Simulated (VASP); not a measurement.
Input of a VASP 6.6.1 run:

Contents of INCAR:

```
ALGO = Normal ; EDIFF = 1E-6
ENCUT = 520 ; GGA = PE
ISIF = 2 ; ISMEAR = 0
LASPH = T ; LCHARG = F
LREAL = F ; LWAVE = F
NBANDS = 28 ; NELM = 80
PREC = Accurate ; SIGMA = 0.1
```

The input KPOINTS:

```
k-points
0
Gamma
  4 4 4
```

Contents of POSCAR:

```
K3SBr
1.0
    5.9353271808      0.0000000000      0.0000000000
    0.0000000000      5.9353271808      0.0000000000
    0.0000000000      0.0000000000      5.9353271808
K S Br
3 1 1
Direct
    0.0000000000      0.5000000000      0.0000000000
    0.0000000000      0.0000000000      0.5000000000
    0.5000000000      0.0000000000      0.0000000000
    0.5000000000      0.5000000000      0.5000000000
    0.0000000000      0.0000000000      0.0000000000
```

Potentials or basis: VASP PAW PBE potentials, release 64 (K_sv, S, Br).

Launch:

```bash
$ cat potpaw_PBE.64/K_sv/POTCAR potpaw_PBE.64/S/POTCAR potpaw_PBE.64/Br/POTCAR > POTCAR
$ mpirun -np 1 vasp_std > vasp.out
```

What does it give for the band gap on the k mesh?

1.03 eV, direct.

Predict the pressure.

0.2 GPa.

A hybrid or GW would open this gap; PBE tends to underestimate it.
